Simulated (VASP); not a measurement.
BP, 2 atoms in the cell. It takes space group I-4m2 (No. 119, tetragonal). Conventional cell: a = 3.209 Å, b = 3.209 Å, c = 4.447 Å, α = 90.00°, β = 90.00°, γ = 90.00°. B (site symmetry -4m2) has 4 P at 1.95 Å within 2.6 Å. Within 2.6 Å of P (site symmetry -4m2) lie 4 B at 1.95 Å.  This cell differs from its parent crystal: strain -0.0200 x Voigt [0, 1, 0, 0, 0, 0].

- Program: VASP 6.6.1
- Task: single point
- Functional: PBEsol
- Potentials or basis: VASP PAW PBE potentials, release 64 (B, P)
- Cutoff: 520 eV
- k mesh: 10 × 10 × 10
- Occupations: gaussian, width 0.05 eV
- Spin: no spin polarisation
- Dipole correction: no
- Further INCAR settings: ALGO = Normal; EDIFF = 1e-07; NBANDS = 11

Potentials or basis: VASP PAW PBE potentials, release 64 (B, P).

Run with:

```bash
$ cat potpaw_PBE.64/B/POTCAR potpaw_PBE.64/P/POTCAR > POTCAR
$ mpirun -np 1 vasp_std > vasp.out
```

Hardware: 1 thread of Intel(R) Xeon(R) Platinum 8259CL CPU @ 2.50GHz (Skylake/Cascade Lake) (shared host).

Estimate the wall time of this run.

Wall time 16 s on 1 thread of Intel(R) Xeon(R) Platinum 8259CL CPU @ 2.50GHz (Skylake/Cascade Lake), on a shared host, peak memory 0.14 GiB. Counts: scf iterations 13, k points 102.
